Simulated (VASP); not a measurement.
**Zn: single point with PBEsol**

Zn:

```xyz
1
Lattice="-1.5454 1.5301 1.5760 1.5454 -1.5301 1.5760 1.5454 1.5301 -1.5760" Properties=species:S:1:pos:R:3 pbc="T T T"
Zn    0.0000    0.0000    0.0000
```

This cell differs from its parent crystal: normal strain along x +0.0100, normal strain along z +0.0300.

| Item | Value |
| --- | --- |
| Program | VASP 6.6.1 |
| Task | single point |
| Functional | PBEsol |
| Potentials or basis | VASP PAW PBE potentials, release 64 (Zn) |
| Cutoff | 520 eV |
| k mesh | 20 × 20 × 20 |
| Occupations | gaussian, width 0.15 eV |
| Spin | no spin polarisation |
| Dipole correction | no |
| Further INCAR settings | ALGO = Fast; EDIFF = 1e-07; NBANDS = 12 |

```
Pressure               : -2.7 GPa
Band gap on the k mesh : zero (band 6 reaches 7.01 eV, above the bottom of band 7 at 2.11 eV)
```

Stress tensor (GPa, compression positive):
```
-3.00  0.00  0.00
 0.00 -3.20  0.00
 0.00  0.00 -1.99
```

Levels at points of the mesh, in eV from the Fermi level:
```
           k point  band 2  band 3  band 4  band 5  band 6  band 7  band 8  band 9  band 10  band 11
(0.00, 0.00, 0.00)   -7.89   -7.87   -7.83   -7.35   -7.31   19.25   19.42   19.64    20.72    21.20
(0.50, 0.00, 0.00)   -8.18   -7.37   -7.28   -6.97   -2.86   -1.00   11.58   12.95    15.59    17.17
(0.00, 0.50, 0.00)   -8.15   -7.39   -7.30   -6.98   -2.92   -1.10   11.81   13.21    15.82    17.40
(0.50, 0.50, 0.00)   -8.22   -7.33   -7.27   -6.97   -2.75   -0.80   11.15   12.45    15.16    16.74
(0.50, 0.50, 0.50)   -8.45   -7.06   -7.05   -7.05    3.69    4.29    4.60    7.59     8.60     8.93
```

It took 72 s on 1 thread of AMD EPYC 9R45 (Zen 5), with other jobs on the host, peak memory 0.26 GiB.

Caveat: the cell differs from its parent crystal (normal strain along x +0.0100, normal strain along z +0.0300); the PAW data sets were made with another functional, which shifts forces and pressure a little.
